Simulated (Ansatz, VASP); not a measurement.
ZnCu in VASP and in Ansatz

INCAR

```
SYSTEM = ZnCu
  PREC = Accurate
  ENCUT = 520
  EDIFF = 1E-8
  ISMEAR = -1
  SIGMA = 0.08
  LREAL = .False.
  LASPH = .True.
  NELM = 60
  ALGO = Normal
  ISIF = 2
  LWAVE = .False.
  LCHARG = .False.
  GGA = PE
  LEFG = .True.
  NBANDS = 18
```

Contents of KPOINTS:

```
Automatic mesh
0
Gamma
  14 14 14
  0 0 0
```

File POSCAR:

```
ZnCu
1.0
    2.9450000000     -0.0294500000      0.0000000000
   -0.0294500000      2.9450000000      0.0000000000
    0.0000000000      0.0000000000      2.9450000000
Zn Cu
1 1
Direct
    0.5000000000      0.5000000000      0.5000000000
    0.0000000000      0.0000000000      0.0000000000
```

Input for Ansatz:

```yaml
crystal:
  lattice:
    - [2.945, -0.02945, 0.0]
    - [-0.02945, 2.945, 0.0]
    - [0.0, 0.0, 2.945]
  atoms:
    - { symbol: Zn, position: [0.5, 0.5, 0.5] }
    - { symbol: Cu, position: [0.0, 0.0, 0.0] }
kpoints:
  mp_grid: { grid: [14, 14, 14] }
scf:
  occupations: { method: fermi_dirac, width: 0.08 }
hamiltonian:
  xc: pbe
  pseudopotentials: { kind: all_electron, datasets: crystal }
output:
  forces: true
  stress: true
  eigenvalues: true
  efg: { contact_densities: true }
```

Change from the starting cell: xy shear strain of -2 %, crystal datasets.

Alike in both runs: task electric field gradients; functional PBE; k mesh 14 × 14 × 14; occupations fermi-dirac, width 0.08 eV; no spin polarisation.

|  | VASP | Ansatz |
| --- | --- | --- |
| version | VASP 6.6.1 | Ansatz 0.2.0 |
| potentials or method | VASP PAW PBE potentials, release 64 (Zn, Cu), cutoff 520 eV | all-electron PAW with datasets made for the crystal, scalar-relativistic |

Ansatz gave:

- pressure (GPa): 2.3
- traceless stress, the component that is largest in VASP (GPa): 1.93
- size of Vzz on the site where it differs most (V/Å²): 1.8

**Question.** Estimate VASP's values.

**Answer.** Pressure (GPa): 2.9; traceless stress, the component that is largest in VASP (GPa): 1.94; size of Vzz on the site where it differs most (V/Å²): 2.5.

Ansatz ran all-electron here, and VASP with PAW potentials.
